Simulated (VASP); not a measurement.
ZrC, 4 atoms in the cell. The structure is hexagonal, space group P6_3/mmc (No. 194). Conventional cell: a = 3.414 Å, b = 3.414 Å, c = 5.325 Å, α = 90.00°, β = 90.00°, γ = 120.00°. Zr (site symmetry -6m2) has 6 C at 2.38 Å within 3.1 Å. Within 3.1 Å of C (site symmetry -3m) lie 6 Zr at 2.38 Å and 2 C at 2.66 Å. 

| Property | Result |
| --- | --- |
| Program | VASP 6.6.1 |
| Task | single point |
| Functional | PBEsol |
| Potentials or basis | VASP PAW PBE potentials, release 64 (Zr_sv, C) |
| Cutoff | 520 eV |
| k mesh | 9 × 9 × 5 |
| Occupations | fermi-dirac, width 0.05 eV |
| Spin | no spin polarisation |
| Dipole correction | no |
| Further INCAR settings | ALGO = Normal; EDIFF = 1e-06; NBANDS = 24 |

Potentials or basis: VASP PAW PBE potentials, release 64 (Zr_sv, C).

Launch:

```sh
$ cat potpaw_PBE.64/Zr_sv/POTCAR potpaw_PBE.64/C/POTCAR > POTCAR
$ mpirun -np 1 vasp_std > vasp.out
```

Hardware: 1 thread of Intel Xeon 8259CL, with other jobs on the host.

Problem. How long does it take, and how much memory?

Solution. Wall time 83 s on 1 thread of Intel Xeon 8259CL (shared host), peak memory 0.19 GiB. Counts: scf iterations 15, k points 36.
